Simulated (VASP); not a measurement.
Set up this calculation in VASP 6.6.1, as the native input.

```
Task                   : single point
Functional             : LDA
Potentials or basis    : VASP PAW LDA potentials, release 64 (Ir_sv_GW)
Cutoff                 : 500 eV
k mesh                 : 8 × 8 × 8
Occupations            : gaussian, width 0.15 eV
Spin                   : no spin polarisation
Dipole correction      : no
Second run             : valence_matched
Further INCAR settings : ALGO = Normal; EDIFF = 1e-06; NBANDS = 14
```

The structure of Ir lies in POSCAR:

```
Ir
1.0
    0.0000000000      1.8596696490      2.0456366139
    1.8596696490      0.0000000000      2.0456366139
    1.8596696490      1.8596696490      0.0000000000
Ir
1
Direct
    0.0000000000      0.0000000000      0.0000000000
```

This cell differs from its parent crystal: ratio of the length along z to the lengths across it x 1.1, volume and fractional coordinates fixed.

One way to write it, as run:

INCAR

```
SYSTEM = Ir
ALGO = Normal ; EDIFF = 1E-6
ENCUT = 500 ; GGA_COMPAT = .FALSE.
ISIF = 2 ; ISMEAR = 0
LASPH = .TRUE. ; LCHARG = .FALSE.
LREAL = .FALSE. ; LWAVE = .FALSE.
NBANDS = 14 ; NELM = 120
PREC = Accurate ; SIGMA = 0.15
```

KPOINTS

```
k-points
0
G
  8 8 8
  0 0 0
```

Potentials or basis: VASP PAW LDA potentials, release 64 (Ir_sv_GW).

Command:

```bash
$ cat potpaw_LDA.64/Ir_sv_GW/POTCAR > POTCAR
$ mpirun -np 1 vasp_std > vasp.out
```

Results of the run:

```
Pressure : -6.7 GPa
```

It took 7.3 s on 1 thread of Intel(R) Xeon(R) Platinum 8375C CPU @ 2.90GHz (Ice Lake), with other jobs on the host, peak memory 0.13 GiB.
